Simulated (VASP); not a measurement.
Here is a VASP 6.6.1 calculation.

INCAR

```
PREC     = Accurate       # precision mode
ENCUT    = 520            # plane-wave cutoff, eV
EDIFF    = 1E-6           # SCF threshold, eV
ISMEAR   = 0              # smearing method
SIGMA    = 0.1            # smearing width, eV
LREAL    = False          # projectors in reciprocal space
LASPH    = True           # aspherical terms in the spheres
NELM     = 80             # most SCF steps
ALGO     = Normal         # electronic algorithm
ISIF     = 2              # what is computed and relaxed
LWAVE    = False          # write WAVECAR
LCHARG   = False          # write CHGCAR
GGA      = PE             # functional
NBANDS   = 16             # bands
```

KPOINTS

```
Automatic mesh
0
Gamma
  18 18 6
```

Contents of POSCAR:

```
C
1.0
    1.2332864290     -2.1360370347      0.0000000000
    1.2332864290      2.1360370347      0.0000000000
    0.0000000000      0.0000000000      8.5285437641
C
4
Direct
    0.0833319422      0.9166680578      0.7500096412
    0.5833319422      0.4166680578      0.2499903588
    0.9166680578      0.0833319422      0.2499903588
    0.4166680578      0.5833319422      0.7500096412
```

Potentials or basis: VASP PAW PBE potentials, release 64 (C).

The run is started by

```bash
$ cat potpaw_PBE.64/C/POTCAR > POTCAR
$ mpirun -np 1 vasp_std > vasp.out
```

Task: What does it give for the pressure?

Result: 0.4 GPa.

Task: What does it give for the band gap on the k mesh?

Result: Zero (filled and empty bands touch).

Stress tensor (GPa, compression positive):
```
 0.55  0.00  0.00
 0.00  0.55  0.00
 0.00  0.00 -0.02
```
